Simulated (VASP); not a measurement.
## AlNi3: single point with LDA

The system is AlNi3.

```xyz
4
Lattice="0.0000 2.6523 2.6523 2.6523 0.0000 2.6523 2.6523 2.6523 0.0000" Properties=species:S:1:pos:R:3 pbc="T T T"
Al    2.6523    2.6523    2.6523
Ni    1.3261    1.3261    1.3261
Ni    0.0000    0.0000    0.0000
Ni    3.9784    3.9784    3.9784
```

```yaml
Program: VASP 6.6.1
Task: single point
Functional: LDA
Potentials_or_basis: VASP PAW LDA potentials, release 64 (Al, Ni)
Cutoff: 520 eV
k_mesh: 14 × 14 × 14
Occupations: gaussian, width 0.15 eV
Spin: collinear spin, ferromagnetic start
Starting_moments: "[0.0, 0.375, 0.375, 0.375] μB"
Fixed_moment: 1.125 μB
Dipole_correction: no
Further_INCAR_settings: ALGO = Normal; EDIFF = 1e-06; NBANDS = 28
```

- Pressure: 39.3 GPa
- Net moment: 1.12 μB per cell
- Site moments: Al +0.01; Ni +0.32, +0.43 (each value once) μB
- Valence electrons inside the program's atomic spheres: Al 0.94; Ni 9.83, 9.77 (each value once)

Wall time 6.3 min on 1 thread of Intel Xeon 8259CL, on a shared host, peak memory 0.26 GiB.

Caveat: the cell stands under pressure; the total moment is fixed, so each spin has its own Fermi level and the state may be an excited one.
